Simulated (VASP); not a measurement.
# CdTe (Cmcm) in VASP: a series of runs

The runs below take CdTe through electric field gradients, with PBEsol.

Everything below comes from runs of VASP 6.6.1. Logs are shortened: lines on timing, memory, paths and dates and some standing lists are left out, and cuts for length are marked.

### 1 The cell of the first run

It takes space group Cmcm (No. 63, orthorhombic). The conventional cell has a = 6.048 Å, b = 6.106 Å, c = 6.008 Å, α = 90.00°, β = 90.00°, γ = 90.00°. Within 4.1 Å of Cd (site symmetry m2m) lie 6 Te at 2.99 to 3.12 Å and 2 Cd at 4.05 Å. Within 3.9 Å of Te (site symmetry m2m) lie 6 Cd at 2.99 to 3.12 Å.

### 2 Electric field gradients, PBEsol (27.73 Å³/atom)

The input, INCAR:

```
ALGO = Normal
EDIFF = 1E-8
ENCUT = 520
GGA = PS
ISIF = 2
ISMEAR = -1
LASPH = T
LCHARG = F
LEFG = T
LREAL = F
LWAVE = F
NBANDS = 26
NELM = 100
PREC = Accurate
SIGMA = 0.05
```

The input, KPOINTS:

```
k-points
0
Gamma
  9 9 6
```

The input, POSCAR:

```
CdTe
1.0
    3.0238630702     -3.0527848324      0.0000000000
    3.0238630702      3.0527848324      0.0000000000
    0.0000000000      0.0000000000      6.0083358012
Cd Te
2 2
Direct
    0.2770300000      0.7229700000      0.7500000000
    0.7229700000      0.2770300000      0.2500000000
    0.7661370000      0.2338630000      0.7500000000
    0.2338630000      0.7661370000      0.2500000000
```

Potentials or basis: VASP PAW PBE potentials, release 64 (Cd, Te).

Command:

```bash
$ cat potpaw_PBE.64/Cd/POTCAR potpaw_PBE.64/Te/POTCAR > POTCAR
$ mpirun -np 1 vasp_std > vasp.out
```

OUTCAR:

```text
EDIFF = 1E-8
   ENCUT = 520
   GGA = PS
   ISIF = 2
   ISMEAR = -1
   LASPH = T
   LREAL = F
   NELM = 100
   PREC = Accurate

 ion  position               nearest neighbor table
   1  0.277  0.723  0.750-   3 2.99   4 3.02   4 3.02   3 3.02   3 3.02   3 3.12
   2  0.723  0.277  0.250-   4 2.99   3 3.02   3 3.02   4 3.02   4 3.02   4 3.12
   3  0.766  0.234  0.750-   1 2.99   2 3.02   2 3.02   1 3.02   1 3.02   1 3.12
   4  0.234  0.766  0.250-   2 2.99   1 3.02   1 3.02   2 3.02   2 3.02   2 3.12

  LATTYP: Found a base centered orthorhombic cell.
 ALAT       =     6.0477261404
 B/A-ratio  =     1.0095645079
 C/A-ratio  =     0.9934867522

  Lattice vectors:

 A1 = (   3.0238630702,  -3.0527848324,   0.0000000000)
 A2 = (   3.0238630702,   3.0527848324,   0.0000000000)
 A3 = (   0.0000000000,   0.0000000000,   6.0083358012)

Analysis of symmetry for initial positions (statically):
=====================================================================
 Subroutine PRICEL returns:
 Original cell was already a primitive cell.

 Routine SETGRP: Setting up the symmetry group for a
 base centered orthorhombic supercell.

 Subroutine GETGRP returns: Found  8 space group operations
 (whereof  4 operations were pure point group operations)
 out of a pool of  8 trial point group operations.

The static configuration has the point symmetry C_2h.
 The point group associated with its full space group is D_2h.

Analysis of symmetry for dynamics (positions and initial velocities):
=====================================================================
 Subroutine PRICEL returns:
 Original cell was already a primitive cell.

 Routine SETGRP: Setting up the symmetry group for a
 base centered orthorhombic supercell.

 Subroutine GETGRP returns: Found  8 space group operations
 (whereof  4 operations were pure point group operations)
 out of a pool of  8 trial point group operations.

The dynamic configuration has the point symmetry C_2h.
 The point group associated with its full space group is D_2h.

 Subroutine INISYM returns: Found  8 space group operations
 (whereof  4 operations are pure point group operations),
 and found     1 'primitive' translations

[... 132 lines left out ...]
 maximum number of plane-waves:      3009
   NGX = 15   NGY = 15   NGZ = 23

 number of electron      36.0000005 magnetization

 Free energy of the ion-electron system (eV)
  ---------------------------------------------------
  ext. energy  EPLUGINS =         0.00000000
  ---------------------------------------------------
  free energy    TOTEN  =       -10.47276477 eV

  energy without entropy =      -10.45587552  energy(sigma->0) =      -10.46432015

 E-fermi :   4.0270     XC(G=0): -10.0046

 val. band max:        4.0223176576   @ k =   0.4444   0.0000   0.1667
 cond. band min:       4.0387844135   @ k =   0.3333  -0.0000   0.1667
 fundamental gap:      0.0164667558
 Fermi energy:         4.0270086463

 k-point     1 :       0.0000    0.0000    0.0000
  band No.  band energies     occupation
      1      -7.7278      2.00000
      2      -6.8140      2.00000
      3      -4.2741      2.00000
      4      -4.2549      2.00000
      5      -4.2375      2.00000
      6      -4.2123      2.00000
[... 685 lines left out ...]
     25      13.3480      0.00000
     26      13.5157      0.00000

 [... further k-points ...]
[... 5 lines left out ...]
  --------------------------------------------------------------------------------------
  -------------------------------------------------------------------------------------
  Total       -0.9177261     -0.9782475     -0.6093580      0.0000000      0.0000000      0.0000000
  in kB      -13.2550440    -14.1291762     -8.8011737      0.0000000      0.0000000      0.0000000
  external PRESSURE =     -12.0617980 kB  Pullay stress =       0.0000000 kB

 VOLUME and BASIS-vectors are now :
 -----------------------------------------------------------------------------
  energy-cutoff  :      520.00
  volume of cell :      110.93
      direct lattice vectors                 reciprocal lattice vectors
     3.023863070 -3.052784832  0.000000000     0.165351403 -0.163784881  0.000000000
     3.023863070  3.052784832  0.000000000     0.165351403  0.163784881  0.000000000
     0.000000000  0.000000000  6.008335801     0.000000000  0.000000000  0.166435438

 POSITION                                       TOTAL-FORCE (eV/Angst)
 -----------------------------------------------------------------------------------
      3.02386      1.36136      4.50625         0.000000      0.057734      0.000000
      3.02386     -1.36136      1.50208         0.000000     -0.057734      0.000000
      3.02386     -1.62492      4.50625         0.000000      0.011034     -0.000000
      3.02386      1.62492      1.50208         0.000000     -0.011034      0.000000
 -----------------------------------------------------------------------------------
    total drift:                                0.000000      0.000000      0.000000

  FREE ENERGIE OF THE ION-ELECTRON SYSTEM (eV)
  ---------------------------------------------------
  free  energy   TOTEN  =       -10.4727647694 eV

  energy  without entropy=      -10.4558755215  energy(sigma->0) =      -10.46432015

 Electric field gradients (V/A^2)
---------------------------------------------------------------------
 ion       V_xx      V_yy      V_zz      V_xy      V_xz      V_yz
---------------------------------------------------------------------
   1      -0.312     5.399    -5.087     0.000    -0.000     0.000
   2      -0.312     5.399    -5.087     0.000    -0.000     0.000
   3       8.349    -7.557    -0.792     0.000     0.000     0.000
   4       8.349    -7.557    -0.792    -0.000    -0.000     0.000
---------------------------------------------------------------------

 Electric field gradients after diagonalization (V/A^2)
 (convention: |V_zz| > |V_xx| > |V_yy|)
----------------------------------------------------------------------
 ion       V_xx      V_yy      V_zz     asymmetry (V_yy - V_xx)/ V_zz
----------------------------------------------------------------------
   1      -5.087    -0.312     5.399       0.884
   2      -5.087    -0.312     5.399       0.884
   3      -7.557    -0.792     8.349       0.810
   4      -7.557    -0.792     8.349       0.810
----------------------------------------------------------------------

           NMR quadrupolar parameters

 Cq : quadrupolar parameter    Cq=e*Q*V_zz/h
 eta: asymmetry parameters     (V_yy - V_xx)/ V_zz
 Q  : nuclear electric quadrupole moment in mb (millibarn)
----------------------------------------------------------------------
 ion       Cq(MHz)       eta       Q (mb)
----------------------------------------------------------------------
   1       0.013       0.884       1.000
   2       0.013       0.884       1.000
   3       0.020       0.810       1.000
   4       0.020       0.810       1.000
----------------------------------------------------------------------
```

Run time: 6.7 min. Hardware: 1 thread of Intel Xeon 8259CL, shared host; peak memory 0.39 GiB.

Results:

- Free energy: -10.4728 eV
- Pressure: -1.2 GPa
- Largest force: 0.058 eV/Å
- Band gap on the k mesh: zero (bands 18 and 19 overlap by 1.27 eV)
- Largest electric field gradient by atom: Cd +5.4; Te +8.3 V/Å²

Forces in eV/Å, atoms in the order of the input:
```
Cd   0.000  0.058  0.000
Cd   0.000 -0.058  0.000
Te   0.000  0.011  0.000
Te   0.000 -0.011  0.000
```

Electric field gradients, principal values (V/Å²):
```tsv
atom	least	middle	greatest (by size)
1 Cd	-0.312	-5.087	5.399
2 Cd	-0.312	-5.087	5.399
3 Te	-0.792	-7.557	8.349
4 Te	-0.792	-7.557	8.349
```

Caveat: without QUAD_EFG the Cq values of the log hold for a quadrupole moment of 1 mb, not for the nuclei; the PAW data sets were made with another functional, which shifts forces and pressure a little; spin-orbit coupling is left out, which moves the levels of the heavy elements.

### 3 Electric field gradients, PBEsol (zz strain of +2 %)

The input, INCAR:

```
ALGO     = Normal         # electronic algorithm
EDIFF    = 1E-8           # SCF threshold, eV
ENCUT    = 520            # plane-wave cutoff, eV
GGA      = PS             # functional
ISIF     = 2              # what is computed and relaxed
ISMEAR   = -1             # smearing method
LASPH    = T              # aspherical terms in the spheres
LCHARG   = F              # write CHGCAR
LEFG     = T            
LREAL    = F              # projectors in reciprocal space
LWAVE    = F              # write WAVECAR
NBANDS   = 26             # bands
NELM     = 100            # most SCF steps
PREC     = Accurate       # precision mode
SIGMA    = 0.05           # smearing width, eV
```

KPOINTS is that of step 2.

The input, POSCAR:

```
CdTe
1.0
    3.0652910000     -3.0946090000      0.0000000000
    3.0652910000      3.0946090000      0.0000000000
    0.0000000000      0.0000000000      6.2124650400
Cd Te
2 2
Direct
    0.2770300000      0.7229700000      0.7500000000
    0.7229700000      0.2770300000      0.2500000000
    0.7661370000      0.2338630000      0.7500000000
    0.2338630000      0.7661370000      0.2500000000
```

Potentials or basis: VASP PAW PBE potentials, release 64 (Cd, Te).

Command:

```bash
$ cat potpaw_PBE.64/Cd/POTCAR potpaw_PBE.64/Te/POTCAR > POTCAR
$ mpirun -np 1 vasp_std > vasp.out
```

OUTCAR:

```text
EDIFF = 1E-8
   ENCUT = 520
   GGA = PS
   ISIF = 2
   ISMEAR = -1
   LASPH = T
   LREAL = F
   NELM = 100
   PREC = Accurate

 ion  position               nearest neighbor table
   1  0.277  0.723  0.750-   3 3.03   3 3.07   3 3.07   4 3.12   4 3.12   3 3.16
   2  0.723  0.277  0.250-   4 3.03   4 3.07   4 3.07   3 3.12   3 3.12   4 3.16
   3  0.766  0.234  0.750-   1 3.03   1 3.07   1 3.07   2 3.12   2 3.12   1 3.16
   4  0.234  0.766  0.250-   2 3.03   2 3.07   2 3.07   1 3.12   1 3.12   2 3.16

  LATTYP: Found a base centered orthorhombic cell.
 ALAT       =     6.1305820000
 B/A-ratio  =     1.0095645079
 C/A-ratio  =     1.0133564872

  Lattice vectors:

 A1 = (   3.0652910000,  -3.0946090000,   0.0000000000)
 A2 = (   3.0652910000,   3.0946090000,   0.0000000000)
 A3 = (   0.0000000000,   0.0000000000,   6.2124650400)

Analysis of symmetry for initial positions (statically):
=====================================================================
 Subroutine PRICEL returns:
 Original cell was already a primitive cell.

 Routine SETGRP: Setting up the symmetry group for a
 base centered orthorhombic supercell.

 Subroutine GETGRP returns: Found  8 space group operations
 (whereof  4 operations were pure point group operations)
 out of a pool of  8 trial point group operations.

The static configuration has the point symmetry C_2h.
 The point group associated with its full space group is D_2h.

Analysis of symmetry for dynamics (positions and initial velocities):
=====================================================================
 Subroutine PRICEL returns:
[... 172 lines left out ...]
      3      -4.7512      2.00000
      4      -4.7332      2.00000
      5      -4.7141      2.00000
      6      -4.6966      2.00000
[... 685 lines left out ...]
     25      12.2906      0.00000
     26      12.3598      0.00000

 [... further k-points ...]
[... 5 lines left out ...]
  --------------------------------------------------------------------------------------
  -------------------------------------------------------------------------------------
  Total       -2.6626156     -2.7278183     -2.9736442      0.0000000      0.0000000      0.0000000
  in kB      -36.1949193    -37.0812678    -40.4229623      0.0000000      0.0000000      0.0000000
  external PRESSURE =     -37.8997165 kB  Pullay stress =       0.0000000 kB

 VOLUME and BASIS-vectors are now :
 -----------------------------------------------------------------------------
  energy-cutoff  :      520.00
  volume of cell :      117.86
      direct lattice vectors                 reciprocal lattice vectors
     3.065291000 -3.094609000  0.000000000     0.163116650 -0.161571300  0.000000000
     3.065291000  3.094609000  0.000000000     0.163116650  0.161571300  0.000000000
     0.000000000  0.000000000  6.212465040     0.000000000  0.000000000  0.160966701

 POSITION                                       TOTAL-FORCE (eV/Angst)
 -----------------------------------------------------------------------------------
      3.06529      1.38001      4.65935         0.000000      0.045881      0.000000
      3.06529     -1.38001      1.55312         0.000000     -0.045881     -0.000000
      3.06529     -1.64718      4.65935         0.000000      0.068169     -0.000000
      3.06529      1.64718      1.55312         0.000000     -0.068169     -0.000000
 -----------------------------------------------------------------------------------
    total drift:                                0.000000     -0.000000      0.000000

  FREE ENERGIE OF THE ION-ELECTRON SYSTEM (eV)
  ---------------------------------------------------
  free  energy   TOTEN  =       -10.3608176790 eV

  energy  without entropy=      -10.3444693336  energy(sigma->0) =      -10.35264351

 Electric field gradients (V/A^2)
---------------------------------------------------------------------
 ion       V_xx      V_yy      V_zz      V_xy      V_xz      V_yz
---------------------------------------------------------------------
   1      -6.649    -0.875     7.524     0.000    -0.000    -0.000
   2      -6.649    -0.875     7.524     0.000    -0.000     0.000
   3      21.277     7.841   -29.118     0.000    -0.000     0.000
   4      21.277     7.841   -29.118    -0.000     0.000     0.000
---------------------------------------------------------------------

 Electric field gradients after diagonalization (V/A^2)
 (convention: |V_zz| > |V_xx| > |V_yy|)
----------------------------------------------------------------------
 ion       V_xx      V_yy      V_zz     asymmetry (V_yy - V_xx)/ V_zz
----------------------------------------------------------------------
   1      -6.649    -0.875     7.524       0.767
   2      -6.649    -0.875     7.524       0.767
   3      21.277     7.841   -29.118       0.461
   4      21.277     7.841   -29.118       0.461
----------------------------------------------------------------------

           NMR quadrupolar parameters

 Cq : quadrupolar parameter    Cq=e*Q*V_zz/h
 eta: asymmetry parameters     (V_yy - V_xx)/ V_zz
 Q  : nuclear electric quadrupole moment in mb (millibarn)
----------------------------------------------------------------------
 ion       Cq(MHz)       eta       Q (mb)
----------------------------------------------------------------------
   1       0.018       0.767       1.000
   2       0.018       0.767       1.000
   3      -0.070       0.461       1.000
   4      -0.070       0.461       1.000
----------------------------------------------------------------------
```

stdout:

```text
POSCAR found type information on POSCAR CdTe
 POSCAR found :  2 types and       4 ions
 scaLAPACK will be used
 -----------------------------------------------------------------------------
|                                                                             |
|                                                                             |
|     You enforced a specific xc type in the INCAR file but a different       |
|     I HOPE YOU KNOW WHAT YOU ARE DOING!                                     |
|                                                                             |
 -----------------------------------------------------------------------------

 LDA part: xc-table for (Slater+PW92), standard interpolation
 POSCAR, INCAR and KPOINTS ok, starting setup
 FFT: planning ... GRIDC
 FFT: planning ... GRID_SOFT
 FFT: planning ... GRID
 WAVECAR not read
 entering main loop
ion   1

ion   2

ion   3

ion   4
```

It took 3.2 min on 1 thread of Intel Xeon Platinum 8375C at 2.90GHz (Ice Lake), shared host; peak memory 0.4 GiB.

Results:

- Free energy: -10.3608 eV
- Pressure: -3.8 GPa
- Largest force: 0.068 eV/Å
- Band gap on the k mesh: zero (bands 18 and 19 overlap by 1.22 eV)
- Largest electric field gradient by atom: Cd +7.5; Te -29.1 V/Å²

Forces on the atoms (eV/Å):
```
Cd   0.000  0.046  0.000
Cd   0.000 -0.046  0.000
Te   0.000  0.068  0.000
Te   0.000 -0.068  0.000
```

Levels at points of the mesh, in eV from the Fermi level:
```tsv
k point	band 15	band 16	band 17	band 18	band 19	band 20	band 21	band 22
(0.00, 0.00, 0.00)	-1.89	-1.24	-0.47	-0.37	-0.30	0.11	4.29	6.92
(0.00, 0.00, 0.50)	-1.25	-1.25	-1.20	-1.20	1.43	1.43	5.07	5.07
```

Electric field gradients, principal values (V/Å²):
```csv
atom,least,middle,greatest (by size)
1 Cd,-0.875,-6.649,7.524
2 Cd,-0.875,-6.649,7.524
3 Te,7.841,21.277,-29.118
4 Te,7.841,21.277,-29.118
```

Caveat: the cell differs from its parent crystal (zz strain of +2 %); the cell stands under tension; without QUAD_EFG the Cq values of the log hold for a quadrupole moment of 1 mb, not for the nuclei; the PAW data sets were made with another functional, which shifts forces and pressure a little; spin-orbit coupling is left out, which moves the levels of the heavy elements.
